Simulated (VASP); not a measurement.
# FeNi3 (Pm-3m) in VASP: a series of runs

The runs below take FeNi3 through single point, with LDA.

All numbers are computed with VASP 6.6.1; they aren't measurements. Logs are shortened: lines on timing, memory, paths and dates and some standing lists are left out, and cuts for length are marked.

## Step 1: The cell of the first run

Symmetry: Pm-3m, No. 221, cubic system. Conventional cell: a = 3.545 Å, b = 3.545 Å, c = 3.545 Å, α = 90.00°, β = 90.00°, γ = 90.00°. Within 3.3 Å of Fe (site symmetry m-3m) lie 12 Ni at 2.51 Å. Ni (site symmetry 4/mmm) has 4 Fe at 2.51 Å and 8 Ni at 2.51 Å within 3.3 Å.

## Step 2: Single point, LDA, collinear spin, ferromagnetic start

INCAR

```
PREC = Accurate ; ENCUT = 520
EDIFF = 1E-7 ; ISMEAR = 0
SIGMA = 0.05 ; LREAL = F
LASPH = T ; NELM = 150
ALGO = Normal ; ISIF = 2
LWAVE = F ; LCHARG = F
ISPIN = 2 ; MAGMOM = 3.12 0.71 0.71 0.71
LORBIT = 11 ; LMAXMIX = 4
GGA = CA ; NBANDS = 31
```

KPOINTS

```
Automatic mesh
0
Gamma
  8 8 8
```

POSCAR

```
FeNi3
1.0
    3.5449999038      0.0000000000      0.0000000000
    0.0000000000      3.5449999038      0.0000000000
    0.0000000000      0.0000000000      3.5449999038
Fe Ni
1 3
Direct
    0.0000000000      0.0000000000      0.0000000000
    0.0000000000      0.5000000000      0.5000000000
    0.5000000000      0.0000000000      0.5000000000
    0.5000000000      0.5000000000      0.0000000000
```

Potentials or basis: VASP PAW LDA potentials, release 64 (Fe, Ni).

Run with:

```console
$ cat potpaw_LDA.64/Fe/POTCAR potpaw_LDA.64/Ni/POTCAR > POTCAR
$ mpirun -np 1 vasp_std > vasp.out
```

OUTCAR:

```text
PREC = Accurate
   ENCUT = 520
   EDIFF = 1E-7
   ISMEAR = 0
   LREAL = F
   LASPH = T
   NELM = 150
   ISIF = 2
   ISPIN = 2
   LORBIT = 11
   GGA = CA

 ion  position               nearest neighbor table
   1  0.000  0.000  0.000-   2 2.51   3 2.51   4 2.51   2 2.51   3 2.51   2 2.51   4 2.51   2 2.51
                             3 2.51   4 2.51   3 2.51   4 2.51
   2  0.000  0.500  0.500-   1 2.51   3 2.51   4 2.51   1 2.51   4 2.51   1 2.51   3 2.51   1 2.51
                             3 2.51   4 2.51   4 2.51   3 2.51
   3  0.500  0.000  0.500-   1 2.51   2 2.51   4 2.51   1 2.51   4 2.51   2 2.51   4 2.51   4 2.51
                             1 2.51   2 2.51   1 2.51   2 2.51
   4  0.500  0.500  0.000-   1 2.51   2 2.51   3 2.51   2 2.51   3 2.51   1 2.51   3 2.51   3 2.51
                             1 2.51   2 2.51   2 2.51   1 2.51

  LATTYP: Found a simple cubic cell.
 ALAT       =     3.5449999038

  Lattice vectors:

 A1 = (   3.5449999038,   0.0000000000,   0.0000000000)
 A2 = (   0.0000000000,   3.5449999038,   0.0000000000)
 A3 = (   0.0000000000,   0.0000000000,   3.5449999038)

Analysis of symmetry for initial positions (statically):
=====================================================================
 Subroutine PRICEL returns:
 Original cell was already a primitive cell.

 Routine SETGRP: Setting up the symmetry group for a
 simple cubic supercell.

 Subroutine GETGRP returns: Found 48 space group operations
 (whereof 48 operations were pure point group operations)
 out of a pool of 48 trial point group operations.

The static configuration has the point symmetry O_h .

Analysis of symmetry for dynamics (positions and initial velocities):
=====================================================================
 Subroutine PRICEL returns:
 Original cell was already a primitive cell.

 Routine SETGRP: Setting up the symmetry group for a
 simple cubic supercell.

 Subroutine GETGRP returns: Found 48 space group operations
 (whereof 48 operations were pure point group operations)
 out of a pool of 48 trial point group operations.

The dynamic configuration has the point symmetry O_h .

Analysis of structural, dynamic, and magnetic symmetry:
=====================================================================
 Subroutine PRICEL returns:
 Original cell was already a primitive cell.

 Routine SETGRP: Setting up the symmetry group for a
 simple cubic supercell.

 Subroutine GETGRP returns: Found 48 space group operations
 (whereof 48 operations were pure point group operations)
 out of a pool of 48 trial point group operations.

The overall configuration has the point symmetry O_h .

 Subroutine INISYM returns: Found 48 space group operations
 (whereof 48 operations are pure point group operations),
 and found     1 'primitive' translations

----------------------------------------------------------------------------------------

                                     Primitive cell

  volume of cell :      44.5501

  direct lattice vectors                    reciprocal lattice vectors
     3.544999904  0.000000000  0.000000000     0.282087455  0.000000000  0.000000000
     0.000000000  3.544999904  0.000000000     0.000000000  0.282087455  0.000000000
     0.000000000  0.000000000  3.544999904     0.000000000  0.000000000  0.282087455

  length of vectors
     3.544999904  3.544999904  3.544999904     0.282087455  0.282087455  0.282087455

  position of ions in fractional coordinates (direct lattice)
     0.000000000  0.000000000  0.000000000
     0.000000000  0.500000000  0.500000000
     0.500000000  0.000000000  0.500000000
     0.500000000  0.500000000  0.000000000

  ion indices of the primitive-cell ions
   primitive index   ion index
                 1           1
                 2           2
                 3           3
                 4           4

----------------------------------------------------------------------------------------

 KPOINTS: Automatic mesh

Automatic generation of k-mesh.
 Grid dimensions read from file:
 generate k-points for:    8    8    8

 Generating k-lattice:

  Cartesian coordinates                     Fractional coordinates (reciprocal lattice)
     0.035260932  0.000000000  0.000000000     0.125000000  0.000000000  0.000000000
     0.000000000  0.035260932  0.000000000     0.000000000  0.125000000  0.000000000
     0.000000000  0.000000000  0.035260932     0.000000000  0.000000000  0.125000000

  Length of vectors
     0.035260932  0.035260932  0.035260932

  Shift w.r.t. Gamma in fractional coordinates (k-lattice)
     0.000000000  0.000000000  0.000000000

 Subroutine IBZKPT returns following result:
 ===========================================

 Found     35 irreducible k-points:

 Following reciprocal coordinates:
            Coordinates               Weight
  0.000000  0.000000  0.000000      1.000000
  0.125000  0.000000  0.000000      6.000000
  0.250000  0.000000  0.000000      6.000000
  0.375000  0.000000  0.000000      6.000000
  0.500000  0.000000  0.000000      3.000000
  0.125000  0.125000  0.000000     12.000000
[... 16 lines left out ...]
  0.375000  0.375000  0.125000     24.000000
  0.500000  0.375000  0.125000     24.000000
 [... further k-points ...]
   k-points           NKPTS =     35   k-points in BZ     NKDIM =     35   number of bands    NBANDS=     31
   number of dos      NEDOS =    301   number of ions     NIONS =      4
   total plane-waves  NPLWV =  21952
   dimension x,y,z NGX =    28 NGY =   28 NGZ =   28
   dimension x,y,z NGXF=    56 NGYF=   56 NGZF=   56
   ions per type =               1   3
   NGX,Y,Z   is equivalent  to a cutoff of  13.13, 13.13, 13.13 a.u.
   NGXF,Y,Z  is equivalent  to a cutoff of  26.26, 26.26, 26.26 a.u.
 SYSTEM =  unknown system
   PREC   = accura    normal or accurate (medium, high low for compatibility)
   ISTART =      0    job   : 0-new  1-cont  2-samecut
   ICHARG =      2    charge: 1-file 2-atom 10-const
   ISPIN  =      2    spin polarized calculation?
   LNONCOLLINEAR =      F non collinear calculations
   LSORBIT =      F    spin-orbit coupling
   LASPH  =      T    aspherical Exc in radial PAW
   ENCUT  =  520.0 eV  38.22 Ry    6.18 a.u.   6.59  6.59  6.59*2*pi/ulx,y,z
   NELM   =    150;   NELMIN=  2; NELMDL= -5     # of ELM steps
   EDIFF  = 0.1E-06   stopping-criterion for ELM
   LREAL  =      F    real-space projection
   EDIFFG = 0.1E-05   stopping-criterion for IOM
   NSW    =      0    number of steps for IOM
   IBRION =     -1    ionic relax: 0-MD 1-quasi-New 2-CG
   NFREE  =      0    steps in history (QN), initial steepest desc. (CG)
   ISIF   =      2    stress and relaxation
   ISYM   =      2    0-nonsym 1-usesym 2-fastsym
   POTIM  = 0.5000    time-step for ionic-motion
   TEBEG  =    0.0;   TEEND  =   0.0 temperature during run
   PSTRESS=    0.0 pullay stress
   NELECT =      38.0000    total number of electrons
   NUPDOWN=      -1.0000    fix difference up-down
   EMIN   =  10.00;   EMAX   =-10.00  energy-range for DOS
   EFERMI =   0.00;   METHOD = LEGACY
   ISMEAR =     0;   SIGMA  =   0.05  broadening in eV -4-tet -1-fermi 0-gaus
   EFERMI_NEDOS =   21; number of points for ismear=-14 and -15
   IALGO  =     38    algorithm
   IMIX   =      4    mixing-type and parameters
     AMIX     =   0.40;   BMIX     =  1.00
     AMIX_MAG =   1.60;   BMIX_MAG =  1.00
  volume/ion in A,a.u.               =      11.14        75.16
  Fermi-wavevector in a.u.,A,eV,Ry     =   1.552577  2.933945 32.796778  2.410495
  Thomas-Fermi vector in A             =   2.656932
   LORBIT       =     11    0 simple, 1 ext, 2 COOP (PROOUT), +10 PAW based schemes
   GGA     = CA    functional components
   LHFCALC =     F    Hartree Fock is set to
   AEXX    =    0.0000 exact exchange contribution
   IVDW    =     0    specifies the selected vdW correction
   LEPSILON=     F    determine dielectric tensor
   LRPA    =     F    only Hartree local field effects (RPA)
 spin polarized calculation
 Gauss-broadening in eV      SIGMA  =   0.05
  energy-cutoff  :      520.00
  volume of cell :       44.55
 maximum number of plane-waves:      1222
 NGX is ok and might be reduce to    28
   NGX = 13   NGY = 13   NGZ = 13

 number of electron      37.9999985 magnetization       4.5388290

 Free energy of the ion-electron system (eV)
  ---------------------------------------------------
  ext. energy  EPLUGINS =         0.00000000
  ---------------------------------------------------
  free energy    TOTEN  =       -28.97532471 eV

  energy without entropy =      -28.97104429  energy(sigma->0) =      -28.97318450

 E-fermi :   8.2341     XC(G=0): -13.4853

 val. band max:        8.2215739878   @ k =   0.2500   0.2500   0.1250
 cond. band min:       8.2345363817   @ k =   0.5000   0.3750   0.1250
 fundamental gap:      0.0129623939
 Fermi energy:         8.2340962409

 spin component 1

 k-point     1 :       0.0000    0.0000    0.0000
  band No.  band energies     occupation
      1      -0.7974      1.00000
      2       3.0962      1.00000
      3       3.0962      1.00000
      4       3.6771      1.00000
      5       3.8065      1.00000
      6       3.8065      1.00000
[... 805 lines left out ...]
     30      22.0417      0.00000
     31      24.4801      0.00000

 [... further k-points ...]

 spin component 2

 k-point     1 :       0.0000    0.0000    0.0000
  band No.  band energies     occupation
      1      -0.6475      1.00000
      2       3.9992      1.00000
      3       3.9992      1.00000
      4       4.0541      1.00000
      5       4.6695      1.00000
      6       4.6695      1.00000
[... 805 lines left out ...]
     30      22.4984      0.00000
     31      24.7065      0.00000

 [... further k-points ...]
[... 5 lines left out ...]
  --------------------------------------------------------------------------------------
  -------------------------------------------------------------------------------------
  Total       -4.8498090     -4.8498090     -4.8498090      0.0000000      0.0000000     -0.0000000
  in kB     -174.4160846   -174.4160846   -174.4160846      0.0000000      0.0000000     -0.0000000
  external PRESSURE =    -174.4160846 kB  Pullay stress =       0.0000000 kB

 VOLUME and BASIS-vectors are now :
 -----------------------------------------------------------------------------
  energy-cutoff  :      520.00
  volume of cell :       44.55
      direct lattice vectors                 reciprocal lattice vectors
     3.544999904  0.000000000  0.000000000     0.282087455  0.000000000  0.000000000
     0.000000000  3.544999904  0.000000000     0.000000000  0.282087455  0.000000000
     0.000000000  0.000000000  3.544999904     0.000000000  0.000000000  0.282087455

 POSITION                                       TOTAL-FORCE (eV/Angst)
 -----------------------------------------------------------------------------------
      0.00000      0.00000      0.00000         0.000000      0.000000      0.000000
      0.00000      1.77250      1.77250         0.000000      0.000000      0.000000
      1.77250      0.00000      1.77250         0.000000      0.000000      0.000000
      1.77250      1.77250      0.00000         0.000000      0.000000      0.000000
 -----------------------------------------------------------------------------------
    total drift:                                0.000000      0.000000      0.000000

  FREE ENERGIE OF THE ION-ELECTRON SYSTEM (eV)
  ---------------------------------------------------
  free  energy   TOTEN  =       -28.9753247130 eV

  energy  without entropy=      -28.9710442935  energy(sigma->0) =      -28.97318450

 total charge

# of ion       s       p       d       tot
------------------------------------------
    1        0.473   0.494   6.140   7.107
    2        0.504   0.505   8.336   9.345
    3        0.504   0.505   8.336   9.345
    4        0.504   0.505   8.336   9.345
--------------------------------------------------
tot          1.984   2.010  31.148  35.142

 magnetization (x)

# of ion       s       p       d       tot
------------------------------------------
    1        0.007   0.005   2.772   2.784
    2       -0.013  -0.033   0.626   0.580
    3       -0.013  -0.033   0.626   0.580
    4       -0.013  -0.033   0.626   0.580
--------------------------------------------------
tot         -0.033  -0.093   4.649   4.523
```

It took 1.7 min on 1 thread of Intel Xeon 6975P-C, shared host; peak memory 0.2 GiB.

Results:

| Property | Result |
| --- | --- |
| Free energy | -28.9753 eV |
| Pressure | -17.4 GPa |
| Net moment | 4.54 μB per cell |
| Site moments | Fe +2.78; Ni +0.58 μB |
| Valence electrons inside the program's atomic spheres | Fe 7.11; Ni 9.35 |

Levels at points of the mesh, in eV from the Fermi level:
Spin up:
```
           k point  band 19  band 20  band 21  band 22  band 23  band 24
(0.00, 0.00, 0.00)    -0.48    -0.48    -0.48     2.26     2.26     2.26
(0.50, 0.00, 0.00)    -1.22    -0.96    -0.55    -0.48     7.53     7.53
(0.50, 0.50, 0.00)    -1.41    -1.38     0.85     0.85     0.92     0.94
(0.50, 0.50, 0.50)    -0.66    -0.66    -0.46    -0.46    -0.46    -0.33
```
Spin down:
```
           k point  band 15  band 16  band 17  band 18  band 19  band 20
(0.00, 0.00, 0.00)     0.22     0.22     0.88     0.88     1.22     1.22
(0.50, 0.00, 0.00)    -0.85    -0.38    -0.17    -0.17     0.22     0.34
(0.50, 0.50, 0.00)    -1.18    -0.80    -0.73     0.11     0.11     0.20
(0.50, 0.50, 0.50)    -0.27    -0.27     0.01     0.01     0.01     0.76
```

## Step 3: Single point, LDA, collinear spin, ferromagnetic start

INCAR

```
SYSTEM = FeNi3
PREC     = Accurate       ! precision mode
ENCUT    = 520            ! plane-wave cutoff, eV
EDIFF    = 1E-7           ! SCF threshold, eV
ISMEAR   = 0              ! smearing method
SIGMA    = 0.05           ! smearing width, eV
LREAL    = .FALSE.        ! projectors in reciprocal space
LASPH    = .TRUE.         ! aspherical terms in the spheres
NELM     = 150            ! most SCF steps
ALGO     = Normal         ! electronic algorithm
ISIF     = 2              ! what is computed and relaxed
LWAVE    = .FALSE.        ! write WAVECAR
LCHARG   = .TRUE.         ! write CHGCAR
ISPIN    = 2              ! spin polarisation
MAGMOM   = 2.5 0.8 0.8 0.8 ! initial moments
LORBIT   = 11             ! projections on sites
LMAXMIX  = 4              ! l up to which the mixer works
LELF     = .TRUE.         ! ELF
LVHAR    = .TRUE.       
NBANDS   = 31             ! bands
```

KPOINTS

```
Automatic mesh
0
G
  10 10 10
  0 0 0
```

POSCAR is that of step 2.

Potentials or basis: VASP PAW LDA potentials, release 64 (Fe, Ni).

Run with:

```console
$ cat potpaw_LDA.64/Fe/POTCAR potpaw_LDA.64/Ni/POTCAR > POTCAR
$ mpirun -np 1 vasp_std > vasp.out
```

Wall time 2.6 min (1 thread of Intel Xeon 6975P-C, shared host); peak memory 0.23 GiB.

It converged, with:

| Quantity | Value |
| --- | --- |
| Free energy | -28.9819 eV |
| Pressure | -17.3 GPa |
| Net moment | 4.61 μB per cell |
| Site moments | Fe +2.79; Ni +0.60 μB |
| Valence electrons inside the program's atomic spheres | Fe 7.11; Ni 9.34 |

Levels at points of the mesh, in eV from the Fermi level:
Spin up:
```tsv
k point	band 19	band 20	band 21	band 22	band 23	band 24
(0.00, 0.00, 0.00)	-0.49	-0.49	-0.49	2.27	2.27	2.27
(0.50, 0.00, 0.00)	-1.21	-0.96	-0.54	-0.49	7.54	7.54
(0.50, 0.50, 0.00)	-1.40	-1.39	0.85	0.85	0.93	0.95
(0.50, 0.50, 0.50)	-0.67	-0.67	-0.44	-0.44	-0.44	-0.32
```
Spin down:
```
           k point  band 15  band 16  band 17  band 18  band 19  band 20
(0.00, 0.00, 0.00)     0.24     0.24     0.90     0.90     1.24     1.24
(0.50, 0.00, 0.00)    -0.83    -0.36    -0.15    -0.15     0.24     0.37
(0.50, 0.50, 0.00)    -1.17    -0.78    -0.71     0.14     0.14     0.23
(0.50, 0.50, 0.50)    -0.25    -0.25     0.03     0.03     0.03     0.78
```
